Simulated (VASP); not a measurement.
Crystal: GaGe3.

```xyz
4
Lattice="4.3068 0.0000 0.0000 0.0000 4.3068 0.0000 0.0000 0.0000 4.3068" Properties=species:S:1:pos:R:3 pbc="T T T"
Ge    2.1534    2.1534    0.0000
Ge    2.1534    0.0000    2.1534
Ge    0.0000    2.1534    2.1534
Ga    0.0000    0.0000    0.0000
```

Base run:

* Program: VASP 6.6.1
* Functional: r2SCAN
* Potentials or basis: VASP PAW PBE potentials, release 64 (Ge_d, Ga_d)
* Cutoff: 520 eV
* k mesh: 6 × 6 × 6
* Occupations: fermi-dirac, width 0.05 eV
* Spin: no spin polarisation

Its results: band gap on the k mesh zero (an odd number of electrons rules out a gap without spin polarisation); pressure -3.3 GPa.

Problem. The run is repeated on the same cell with these changes: functional from r2SCAN to PBE. What comes out?

Solution. Band gap on the k mesh zero (an odd number of electrons rules out a gap without spin polarisation); pressure -1.1 GPa.

Caveats: the cell stands under tension (at least some runs); the PAW data sets were made with another functional, which shifts forces and pressure a little (at least some runs).
